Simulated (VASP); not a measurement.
The system is NbIn2Se3.

```
CELL_PARAMETERS angstrom
4.71279 0.00000 0.00000
-2.35639 4.08139 0.00000
0.00000 0.00000 8.20120
ATOMIC_POSITIONS crystal
Nb 0.66667 0.33333 0.00000
In 0.66667 0.33333 0.50000
In 0.33333 0.66667 0.50000
Se 0.00000 0.00000 0.00000
Se 0.00000 0.00000 0.65104
Se 0.00000 0.00000 0.34896
```

The cell was generated, and may not be a known phase.

* Program: VASP 6.6.1
* Task: relaxation of cell and atoms
* Functional: PBE
* Potentials or basis: VASP PAW PBE potentials, release 64 (Nb_sv, In_d, Se)
* Cutoff: 500 eV
* k mesh: 3 × 3 × 2
* Occupations: gaussian, width 0.15 eV
* Spin: no spin polarisation

At the start: pressure 7.7 GPa; volume 26.29 Å³/atom.

**Question.** Where does the relaxation end?

**Answer.** Over 20 steps the energy falls by 327.6 meV/atom and the volume is 28.51 Å³/atom (+8.4 %); space group P-6m2 (No. 187, to 0.1 Å) before and after.

Step by step:
| step | energy change (eV) | largest force (eV/Å) | pressure (GPa) | volume (Å³) |
| --- | --- | --- | --- | --- |
| 1 | 0.0000 | 1.5737 | 7.69 | 157.75 |
| 2 | -0.5673 | 0.3332 | -1.86 | 188.31 |
| 3 | -0.5931 | 0.4573 | -0.65 | 181.83 |
| 4 | -0.8270 | 1.0488 | -1.08 | 182.31 |
| 5 | -1.3692 | 0.9028 | -0.42 | 182.32 |
| 6 | -1.4217 | 0.5414 | 0.43 | 181.71 |
| 7 | -1.4583 | 0.3072 | -0.84 | 185.92 |
| 8 | -1.4590 | 0.2962 | -1.01 | 186.59 |
| 9 | -1.5165 | 0.4032 | -0.89 | 184.14 |
| 10 | -1.7202 | 0.4771 | -0.35 | 176.88 |
| 11 | -1.8418 | 0.6056 | 3.10 | 162.76 |
| 12 | -1.8631 | 0.3901 | 0.56 | 170.96 |
| 13 | -1.9161 | 0.0996 | 1.55 | 166.84 |
| 14 | -1.9368 | 0.2245 | 1.34 | 167.10 |
| 15 | -1.9371 | 0.1862 | 1.36 | 167.08 |
| 16 | -1.9530 | 0.1283 | 0.71 | 168.94 |
| 17 | -1.9612 | 0.0433 | -0.26 | 172.04 |
| 18 | -1.9613 | 0.0523 | -0.16 | 171.69 |
| 19 | -1.9632 | 0.0581 | -0.14 | 171.53 |
| 20 | -1.9656 | 0.0780 | -0.09 | 171.07 |

Final structure:
```
Nb In Se
1.0
     4.58803    0.00000    0.00000
    -2.29402    3.97335    0.00000
     0.00000    0.00000    9.38420
Nb In Se
1 2 3
Direct
  0.66667 0.33333 0.00000
  0.66667 0.33333 0.50000
  0.33333 0.66667 0.50000
  0.00000 0.00000 0.00000
  0.00000 0.00000 0.72179
  0.00000 0.00000 0.27821
```

Caveat: the k points lie up to 0.53 Å⁻¹ apart in the final cell, too coarse for converged energies and pressures of a metal; the relaxation stopped at a loose force limit of 0.08 eV/Å, so its end isn't a converged minimum.
